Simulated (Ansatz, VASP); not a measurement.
Pb in VASP and in Ansatz

```xyz
3
Lattice="5.5392 0.0000 0.0000 -2.7696 4.7971 0.0000 0.0000 0.0000 3.3474" Properties=species:S:1:pos:R:3 pbc="T T T"
Pb    0.0000    0.0000    0.0000
Pb    0.0000    3.1981    1.6737
Pb    2.7696    1.5990    1.6737
```

Alike in both runs: task single point; functional PBE; k mesh 7 × 7 × 10; occupations fermi-dirac, width 0.1 eV; no spin polarisation.

|  | VASP | Ansatz |
| --- | --- | --- |
| version | VASP 6.6.1 | Ansatz 0.2.0 |
| potentials or method | VASP PAW PBE potentials, release 64 (Pb_d), cutoff 520 eV | plane waves (420 eV) with PAW, scalar-relativistic |
| valence electrons in the cell | 42 | 42 |

|  | VASP | Ansatz | Ansatz less VASP |
| --- | --- | --- | --- |
| pressure (GPa) | 3.9 | 4.0 | +0.07 |
| traceless stress, the component that is largest in VASP (GPa) | -0.45 | -0.45 | +0.004 |

Spin-orbit coupling is off throughout.
